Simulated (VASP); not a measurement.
The system is Rh.

```
CELL_PARAMETERS angstrom
2.69407 0.00000 0.00000
-1.34703 2.33313 0.00000
0.00000 0.00000 4.36864
ATOMIC_POSITIONS crystal
Rh 0.33333 0.66667 0.25000
Rh 0.66667 0.33333 0.75000
```

This cell differs from its parent crystal: volume scaled by 0.96.

Base run:

* Program: VASP 6.6.1
* Functional: PBE
* Potentials or basis: VASP PAW PBE potentials, release 64 (Rh_pv)
* Cutoff: 520 eV
* k mesh: 11 × 11 × 6
* Occupations: fermi-dirac, width 0.05 eV
* Spin: no spin polarisation

Its results: band gap on the k mesh zero (band 15 reaches 12.64 eV, above the bottom of band 16 at 10.28 eV); pressure 7.3 GPa.

**Question.** After a change of settings the same cell gave: band gap on the k mesh zero (band 15 reaches 12.49 eV, above the bottom of band 16 at 10.05 eV); pressure 2.0 GPa. Which change was it?
A. functional from PBE to LDA; potentials or basis from VASP PAW PBE potentials, release 64 (Rh_pv) to VASP PAW LDA potentials, release 64 (Rh_pv)
B. functional from PBE to r2SCAN
C. further incar settings from ALGO = Normal; EDIFF = 1e-06; NBANDS = 22 to ALGO = Normal; EDIFF = 1e-07; NBANDS = 22
D. functional from PBE to PBEsol; further incar settings from ALGO = Normal; EDIFF = 1e-06; NBANDS = 22 to ALGO = Fast; EDIFF = 1e-07; NBANDS = 22

**Answer.** B.

Caveats: the PAW data sets were made with another functional, which shifts forces and pressure a little (some runs).
